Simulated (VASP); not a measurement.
## Mo: relaxation of cell and atoms with LDA

The system is Mo.

```
CELL_PARAMETERS angstrom
-1.55547 1.55547 1.55547
1.55547 -1.55547 1.55547
1.55547 1.55547 -1.55547
ATOMIC_POSITIONS crystal
Mo 0.00000 0.00000 0.00000
```

| Property | Result |
| --- | --- |
| Program | VASP 6.6.1 |
| Task | relaxation of cell and atoms |
| Functional | LDA |
| Potentials or basis | VASP PAW LDA potentials, release 64 (Mo_sv) |
| Cutoff | 600 eV |
| k mesh | 16 × 16 × 16 |
| Occupations | fermi-dirac, width 0.15 eV |
| Spin | no spin polarisation |
| Dipole correction | no |
| Further INCAR settings | ALGO = Fast; EDIFF = 1e-07; IBRION = 2; EDIFFG = -0.001; NSW = 80; ISIF = 3 |

The relaxed volume is 15.12 Å³/atom. The relaxed cell is a = 2.698 Å, b = 2.698 Å, c = 2.698 Å, α = 109.47°, β = 109.47°, γ = 109.47°. The space group after relaxing (to 0.05 Å) is Im-3m (No. 229) and the energy gained by relaxing is 0.3 meV/atom. The ionic steps are 3. The pressure after relaxing is 0.0 GPa. The band gap on the k mesh is zero (band 7 reaches 17.22 eV, above the bottom of band 8 at 11.57 eV).

The path:
| step | energy change (eV) | largest force (eV/Å) | pressure (GPa) | volume (Å³) |
| --- | --- | --- | --- | --- |
| 1 | 0.0000 | 0.0000 | 1.32 | 15.05 |
| 2 | 0.0022 | 0.0000 | -3.81 | 15.32 |
| 3 | -0.0003 | 0.0000 | -0.01 | 15.12 |

Final structure:
```
Mo
1.0
    -1.55781    1.55781    1.55781
     1.55781   -1.55781    1.55781
     1.55781    1.55781   -1.55781
Mo
1
Direct
  0.00000 0.00000 0.00000
```

Levels at points of the mesh, in eV from the Fermi level:
```csv
k point,band 4,band 5,band 6,band 7,band 8,band 9,band 10,band 11
"(0.00, 0.00, 0.00)",-34.29,-7.32,-1.43,-1.43,-1.43,1.70,1.70,14.88
"(0.50, 0.00, 0.00)",-34.30,-5.53,-3.56,1.76,1.82,2.41,5.03,12.04
"(0.50, 0.50, 0.50)",-35.37,-5.71,-5.71,4.22,4.22,4.22,9.32,9.32
```

It took 59 s on 1 thread of Intel(R) Xeon(R) Platinum 8375C CPU @ 2.90GHz (Ice Lake), with other jobs on the host, peak memory 0.16 GiB.
